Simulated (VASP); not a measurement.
A run of VASP 6.6.1:

The input INCAR:

```
ALGO = Normal
EDIFF = 1E-7
EDIFFG = -0.001
ENCUT = 500
GGA_COMPAT = F
IBRION = 2
ISIF = 3
ISMEAR = -1
LASPH = T
LCHARG = F
LREAL = F
LWAVE = F
NELM = 120
NELMIN = 4
NSW = 80
PREC = Accurate
SIGMA = 0.15
```

The input KPOINTS:

```
k-points
0
Gamma
  15 15 8
```

File POSCAR:

```
TiSe2
1.0
    3.4376620615      0.0000000000      0.0000000000
   -1.7188310307      2.9771026749      0.0000000000
    0.0000000000      0.0000000000      5.8101770147
Ti Se
1 2
Direct
    0.0000000000      0.0000000000      0.0000000000
    0.3333333333      0.6666666667      0.2648392146
    0.6666666667      0.3333333333      0.7351607854
```

Potentials or basis: VASP PAW LDA potentials, release 64 (Ti_sv, Se).

Command:

```bash
$ cat potpaw_LDA.64/Ti_sv/POTCAR potpaw_LDA.64/Se/POTCAR > POTCAR
$ mpirun -np 1 vasp_std > vasp.out
```

Hardware: 1 thread of Oxide Virtual Turin-like Processor (shared host).

**Question.** Estimate the wall time of this run.

**Answer.** Wall time 22 min on 1 thread of Oxide Virtual Turin-like Processor (shared host), peak memory 0.27 GiB. Counts: scf iterations 81, k points 192, ion steps 11.
